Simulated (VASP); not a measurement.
# Al2Cu in VASP: further runs

The runs below take Al2Cu through relaxation of cell and atoms, single point, with PBEsol.

Program: VASP 6.6.1. These are calculated values, not measurements. Logs are shortened: lines on timing, memory, paths and dates and some standing lists are left out, and cuts for length are marked.

## 1. The cell of the first run

It takes space group Fm-3m (No. 225, cubic). Conventional cell: a = 5.485 Å, b = 5.485 Å, c = 5.485 Å, α = 90.00°, β = 90.00°, γ = 90.00°. Within 3.1 Å of Al (site symmetry -43m) lie 4 Cu at 2.38 Å and 6 Al at 2.74 Å. Within 3.1 Å of Cu (site symmetry m-3m) lie 8 Al at 2.38 Å.

## 2. Relaxation of cell and atoms, PBEsol, target pressure 35 GPa, at which the enthalpy is minimised

INCAR

```
SYSTEM = Al2Cu
PREC     = Accurate       ! precision mode
ENCUT    = 600            ! plane-wave cutoff, eV
EDIFF    = 1E-6           ! SCF threshold, eV
ISMEAR   = -1             ! smearing method
SIGMA    = 0.15           ! smearing width, eV
LREAL    = .False.        ! projectors in reciprocal space
LASPH    = .True.         ! aspherical terms in the spheres
NELM     = 100            ! most SCF steps
ALGO     = Fast           ! electronic algorithm
ISIF     = 3              ! what is computed and relaxed
LWAVE    = .False.        ! write WAVECAR
LCHARG   = .False.        ! write CHGCAR
GGA      = PS             ! functional
IBRION   = 2              ! ionic algorithm
NSW      = 80             ! ionic steps
EDIFFG   = -0.001         ! ionic threshold
PSTRESS  = 350.0
```

KPOINTS

```
Automatic mesh
0
Gamma
  16 16 16
  0 0 0
```

POSCAR

```
Al2Cu
1.0
   -1.9391811728      1.9391811728      2.7424163145
    1.9391811728     -1.9391811728      2.7424163145
    1.9391811728      1.9391811728     -2.7424163145
Al Cu
2 1
Direct
    0.7500000000      0.2500000000      0.5000000000
    0.2500000000      0.7500000000      0.5000000000
    0.5000000000      0.5000000000      0.0000000000
```

Potentials or basis: VASP PAW PBE potentials, release 64 (Al, Cu).

Launch:

```
$ cat potpaw_PBE.64/Al/POTCAR potpaw_PBE.64/Cu/POTCAR > POTCAR
$ mpirun -np 1 vasp_std > vasp.out
```

OUTCAR:

```text
SYSTEM = Al2Cu
   PREC = Accurate
   ENCUT = 600
   EDIFF = 1E-6
   ISMEAR = -1
   LREAL = .False.
   LASPH = .True.
   NELM = 100
   ISIF = 3
   GGA = PS
   IBRION = 2
   NSW = 80
   EDIFFG = -0.001
   PSTRESS = 350.0

 ion  position               nearest neighbor table
   1  0.750  0.250  0.500-   3 2.38   3 2.38   3 2.38   3 2.38   2 2.74   2 2.74   2 2.74   2 2.74
                             2 2.74   2 2.74
   2  0.250  0.750  0.500-   3 2.38   3 2.38   3 2.38   3 2.38   1 2.74   1 2.74   1 2.74   1 2.74
                             1 2.74   1 2.74
   3  0.500  0.500  0.000-   2 2.38   1 2.38   1 2.38   2 2.38   1 2.38   2 2.38   2 2.38   1 2.38

  LATTYP: Found a face centered cubic cell.
 ALAT       =     5.4848326290

  Lattice vectors:

 A1 = (   1.9391811728,  -1.9391811728,  -2.7424163145)
 A2 = (   1.9391811728,   1.9391811728,  -2.7424163145)
 A3 = (   3.8783623456,   0.0000000000,   0.0000000000)

Analysis of symmetry for initial positions (statically):
=====================================================================
 Subroutine PRICEL returns:
 Original cell was already a primitive cell.

 Routine SETGRP: Setting up the symmetry group for a
 face centered cubic supercell.

 Subroutine GETGRP returns: Found 48 space group operations
 (whereof 48 operations were pure point group operations)
 out of a pool of 48 trial point group operations.

The static configuration has the point symmetry O_h .

Analysis of symmetry for dynamics (positions and initial velocities):
=====================================================================
 Subroutine PRICEL returns:
 Original cell was already a primitive cell.

 Routine SETGRP: Setting up the symmetry group for a
 face centered cubic supercell.

 Subroutine GETGRP returns: Found 48 space group operations
 (whereof 48 operations were pure point group operations)
 out of a pool of 48 trial point group operations.

The dynamic configuration has the point symmetry O_h .

 Subroutine INISYM returns: Found 48 space group operations
 (whereof 48 operations are pure point group operations),
 and found     1 'primitive' translations

----------------------------------------------------------------------------------------

                                     Primitive cell

  volume of cell :      41.2506

  direct lattice vectors                    reciprocal lattice vectors
    -1.939181173  1.939181173  2.742416314     0.000000000  0.257840787  0.182320969
     1.939181173 -1.939181173  2.742416314     0.257840787  0.000000000  0.182320969
     1.939181173  1.939181173 -2.742416314     0.257840787  0.257840787  0.000000000

  length of vectors
     3.878362346  3.878362346  3.878362346     0.315789182  0.315789182  0.364641938

  position of ions in fractional coordinates (direct lattice)
     0.750000000  0.250000000  0.500000000
     0.250000000  0.750000000  0.500000000
     0.500000000  0.500000000  0.000000000

  ion indices of the primitive-cell ions
   primitive index   ion index
                 1           1
                 2           2
                 3           3

----------------------------------------------------------------------------------------

 KPOINTS: Automatic mesh

Automatic generation of k-mesh.
 Grid dimensions read from file:
 generate k-points for:   16   16   16

 Generating k-lattice:

  Cartesian coordinates                     Fractional coordinates (reciprocal lattice)
     0.000000000  0.016115049  0.011395061     0.062500000  0.000000000  0.000000000
     0.016115049  0.000000000  0.011395061     0.000000000  0.062500000  0.000000000
     0.016115049  0.016115049  0.000000000     0.000000000  0.000000000  0.062500000

  Length of vectors
     0.019736824  0.019736824  0.022790121

  Shift w.r.t. Gamma in fractional coordinates (k-lattice)
     0.000000000  0.000000000  0.000000000

 Subroutine IBZKPT returns following result:
 ===========================================

 Found    145 irreducible k-points:

 Following reciprocal coordinates:
            Coordinates               Weight
  0.000000  0.000000  0.000000      1.000000
  0.062500  0.000000 -0.000000      8.000000
  0.125000  0.000000 -0.000000      8.000000
  0.187500  0.000000 -0.000000      8.000000
  0.250000  0.000000 -0.000000      8.000000
  0.312500  0.000000 -0.000000      8.000000
[... 16 lines left out ...]
 -0.125000  0.062500  0.000000     24.000000
 -0.062500  0.062500  0.000000      6.000000
 [... further k-points ...]
   k-points           NKPTS =    145   k-points in BZ     NKDIM =    145   number of bands    NBANDS=     12
   number of dos      NEDOS =    301   number of ions     NIONS =      3
   total plane-waves  NPLWV =  32768
   dimension x,y,z NGX =    32 NGY =   32 NGZ =   32
   dimension x,y,z NGXF=    64 NGYF=   64 NGZF=   64
   ions per type =               2   1
   NGX,Y,Z   is equivalent  to a cutoff of  13.72, 13.72, 13.72 a.u.
   NGXF,Y,Z  is equivalent  to a cutoff of  27.43, 27.43, 27.43 a.u.
 SYSTEM =  Al2Cu
   PREC   = accura    normal or accurate (medium, high low for compatibility)
   ISTART =      0    job   : 0-new  1-cont  2-samecut
   ICHARG =      2    charge: 1-file 2-atom 10-const
   ISPIN  =      1    spin polarized calculation?
   LNONCOLLINEAR =      F non collinear calculations
   LSORBIT =      F    spin-orbit coupling
   LASPH  =      T    aspherical Exc in radial PAW
   ENCUT  =  600.0 eV  44.10 Ry    6.64 a.u.   7.75  7.75  7.75*2*pi/ulx,y,z
   NELM   =    100;   NELMIN=  2; NELMDL= -5     # of ELM steps
   EDIFF  = 0.1E-05   stopping-criterion for ELM
   LREAL  =      F    real-space projection
   EDIFFG = -.1E-02   stopping-criterion for IOM
   NSW    =     80    number of steps for IOM
   IBRION =      2    ionic relax: 0-MD 1-quasi-New 2-CG
   NFREE  =      1    steps in history (QN), initial steepest desc. (CG)
   ISIF   =      3    stress and relaxation
   ISYM   =      2    0-nonsym 1-usesym 2-fastsym
   POTIM  = 0.5000    time-step for ionic-motion
   TEBEG  =    0.0;   TEEND  =   0.0 temperature during run
   PSTRESS=  350.0 pullay stress
   NELECT =      17.0000    total number of electrons
   NUPDOWN=      -1.0000    fix difference up-down
   EMIN   =  10.00;   EMAX   =-10.00  energy-range for DOS
   EFERMI =   0.00;   METHOD = LEGACY
   ISMEAR =    -1;   SIGMA  =   0.15  broadening in eV -4-tet -1-fermi 0-gaus
   EFERMI_NEDOS =   21; number of points for ismear=-14 and -15
   IALGO  =     68    algorithm
   IMIX   =      4    mixing-type and parameters
     AMIX     =   0.40;   BMIX     =  1.00
     AMIX_MAG =   1.60;   BMIX_MAG =  1.00
  volume/ion in A,a.u.               =      13.75        92.79
  Fermi-wavevector in a.u.,A,eV,Ry     =   1.218282  2.302219 20.193910  1.484211
  Thomas-Fermi vector in A             =   2.353574
   LORBIT       =      0    0 simple, 1 ext, 2 COOP (PROOUT), +10 PAW based schemes
   GGA     = PS    functional components
   LHFCALC =     F    Hartree Fock is set to
   AEXX    =    0.0000 exact exchange contribution
   IVDW    =     0    specifies the selected vdW correction
   LEPSILON=     F    determine dielectric tensor
   LRPA    =     F    only Hartree local field effects (RPA)
 conjugate gradient relaxation of ions
 non-spin polarized calculation
 RMM-DIIS sequential band-by-band and
  energy-cutoff  :      600.00
  volume of cell :       41.25
 maximum number of plane-waves:      1411
   NGX = 15   NGY = 15   NGZ = 15

--------------------------------------- Ionic step        1  -------------------------------------------

 number of electron      17.0000005 magnetization

 Free energy of the ion-electron system (eV)
  ---------------------------------------------------
  ext. energy  EPLUGINS =         0.00000000
  ---------------------------------------------------
  free energy    TOTEN  =       -12.74797791 eV

  energy without entropy =      -12.69094118  energy(sigma->0) =      -12.71945954

------------------------ aborting loop because EDIFF is reached ----------------------------------------

  FORCE on cell =-STRESS in cart. coord.  units (eV):
  Direction    XX          YY          ZZ          XY          YZ          ZX
  --------------------------------------------------------------------------------------
  -------------------------------------------------------------------------------------
  Total        4.7771085      4.7771085      4.7771085      0.0000000      0.0000000     -0.0000000
  in kB      185.5434137    185.5434137    185.5434137      0.0000000      0.0000000     -0.0000000
  external PRESSURE =    -164.4565863 kB  Pullay stress =     350.0000000 kB
[... 26 lines left out ...]
--------------------------------------- Ionic step        2  -------------------------------------------

 number of electron      17.0000002 magnetization

 E-fermi :  11.3460     XC(G=0): -12.1632

 val. band max:       11.3189218901   @ k =   0.3125   0.0625  -0.0000
 cond. band min:      11.3535137810   @ k =  -0.2500   0.1250   0.0000
 fundamental gap:      0.0345918909
 Fermi energy:        11.3460274420

 k-point     1 :       0.0000    0.0000    0.0000
  band No.  band energies     occupation
      1      -1.5468      2.00000
      2       4.6410      2.00000
      3       4.6410      2.00000
      4       4.6410      2.00000
      5       5.3459      2.00000
      6       5.3459      2.00000
      7      14.0332      0.00000
      8      14.0332      0.00000
      9      14.0332      0.00000
     10      15.3892      0.00000
     11      15.3892      0.00000
     12      15.3892      0.00000
[... 331 lines left out ...]
 k-point    24 :      -0.0625    0.0625    0.0000
  band No.  band energies     occupation
      1      -1.4570      2.00000
      2       4.6213      2.00000
      3       4.6571      2.00000
      4       4.6571      2.00000
      5       5.3258      2.00000
      6       5.3568      2.00000
      7      13.2783      0.00001
      8      13.2783      0.00001
      9      13.7756      0.00000
     10      15.1958      0.00000
     11      16.2709      0.00000
     12      16.2709      0.00000

 [... further k-points ...]
[... 5 lines left out ...]
  --------------------------------------------------------------------------------------
  -------------------------------------------------------------------------------------
  Total       16.2596781     16.2596781     16.2596781      0.0000000      0.0000000      0.0000000
  in kB      780.3149052    780.3149052    780.3149052      0.0000000      0.0000000      0.0000000
  external PRESSURE =     430.3149052 kB  Pullay stress =     350.0000000 kB
[... 61 lines left out ...]
  energy  without entropy=      -12.2874107286  energy(sigma->0) =      -12.31496973

  enthalpy is  TOTEN    =        -3.9088430791 eV   P V=        8.4336856534

[... ionic steps 4 to 15 ...]

--------------------------------------- Ionic step       16  -------------------------------------------

 number of electron      16.9999995 magnetization

------------------------ aborting loop because EDIFF is reached ----------------------------------------
[... 73 lines left out ...]
--------------------------------------- Ionic step       18  -------------------------------------------

 number of electron      16.9999995 magnetization

 Free energy of the ion-electron system (eV)
  ---------------------------------------------------
  ext. energy  EPLUGINS =         0.00000000
  ---------------------------------------------------
  free energy    TOTEN  =       -12.22548675 eV

  energy without entropy =      -12.17078114  energy(sigma->0) =      -12.19813395

 E-fermi :   9.4548     XC(G=0): -11.5492

 val. band max:        9.4364184321   @ k =  -0.3125   0.1875   0.0000
 cond. band min:       9.4603170468   @ k =   0.2500   0.1875   0.0625
 fundamental gap:      0.0238986147
 Fermi energy:         9.4547563612

 k-point     1 :       0.0000    0.0000    0.0000
  band No.  band energies     occupation
      1      -2.2717      2.00000
      2       3.8851      2.00000
      3       3.8851      2.00000
      4       3.8851      2.00000
      5       4.5600      2.00000
      6       4.5600      2.00000
      7      12.3738      0.00000
      8      12.3738      0.00000
      9      12.3738      0.00000
     10      13.1763      0.00000
     11      13.1763      0.00000
     12      13.1763      0.00000
[... 331 lines left out ...]
 k-point    24 :      -0.0625    0.0625    0.0000
  band No.  band energies     occupation
      1      -2.1898      2.00000
      2       3.8642      2.00000
      3       3.8990      2.00000
      4       3.8990      2.00000
      5       4.5422      2.00000
      6       4.5691      2.00000
      7      11.5362      0.00000
      8      11.5362      0.00000
      9      12.1100      0.00000
     10      12.9415      0.00000
     11      14.1311      0.00000
     12      14.1311      0.00000

 [... further k-points ...]
[... 5 lines left out ...]
  --------------------------------------------------------------------------------------
  -------------------------------------------------------------------------------------
  Total        8.3123894      8.3123894      8.3123894      0.0000000      0.0000000     -0.0000000
  in kB      350.0832576    350.0832576    350.0832576      0.0000000      0.0000000     -0.0000000
  external PRESSURE =       0.0832576 kB  Pullay stress =     350.0000000 kB
[... 22 lines left out ...]
  energy  without entropy=      -12.1707811424  energy(sigma->0) =      -12.19813395

  enthalpy is  TOTEN    =        -3.9150742294 eV   P V=        8.3104125234

 reached required accuracy - stopping structural energy minimisation
```

Wall time 9.4 min (1 thread of AMD EPYC 9R45 (Zen 5), shared host); peak memory 0.23 GiB.

What came out:

- Free energy: -12.2255 eV
- Relaxed volume: 12.68 Å³/atom
- Relaxed cell: a = 3.775 Å, b = 3.775 Å, c = 3.775 Å, α = 120.00°, β = 120.00°, γ = 90.00°
- Space group after relaxing (to 0.05 Å): Fm-3m (No. 225)
- Energy change on relaxing (the enthalpy is what falls): +174.2 meV/atom
- Ionic steps: 18
- Pressure after relaxing: 35.0 GPa

Step by step:
```tsv
step	energy change (eV)	largest force (eV/Å)	pressure (GPa)	volume (Å³)
1	0.0000	0.0000	18.55	41.25
2	2.9717	0.0000	78.03	33.39
3	0.4054	0.0000	31.24	38.61
4	0.5087	0.0000	34.55	38.11
5	0.5231	0.0000	35.05	38.04
6	0.5192	0.0000	34.89	38.06
7	0.5220	0.0000	35.17	38.04
8	0.5203	0.0000	34.74	38.05
9	0.5213	0.0000	35.03	38.05
10	0.5212	0.0000	34.81	38.05
11	0.5213	0.0000	34.97	38.05
12	0.5235	0.0000	35.17	38.04
13	0.5216	0.0000	34.77	38.05
14	0.5227	0.0000	35.07	38.04
15	0.5222	0.0000	34.56	38.04
16	0.5226	0.0000	35.26	38.04
17	0.5224	0.0000	34.80	38.04
18	0.5225	0.0000	35.01	38.04
```

Final structure:
```yaml
crystal:
  lattice:
    - [-1.88754, 1.88754, 2.66939]
    - [1.88754, -1.88754, 2.66939]
    - [1.88754, 1.88754, -2.66939]
  atoms:
    - { symbol: Al, position: [0.75000, 0.25000, 0.50000] }
    - { symbol: Al, position: [0.25000, 0.75000, 0.50000] }
    - { symbol: Cu, position: [0.50000, 0.50000, 0.00000] }
```

Levels at points of the mesh, in eV from the Fermi level:
| k point | band 7 | band 8 | band 9 | band 10 | band 11 | band 12 |
| --- | --- | --- | --- | --- | --- | --- |
| (0.00, 0.00, 0.00) | 2.92 | 2.92 | 2.92 | 3.72 | 3.72 | 3.72 |
| (0.50, 0.00, 0.00) | -4.75 | 0.62 | 0.62 | 3.40 | 3.40 | 5.11 |
| (0.50, 0.50, 0.00) | -4.42 | -2.38 | -2.38 | 1.27 | 1.37 | 9.61 |

Caveat: the cell is relaxed towards a set pressure, so the enthalpy falls and the energy may rise; the PAW data sets were made with another functional, which shifts forces and pressure a little.

(Continued in part 2 of 2.)
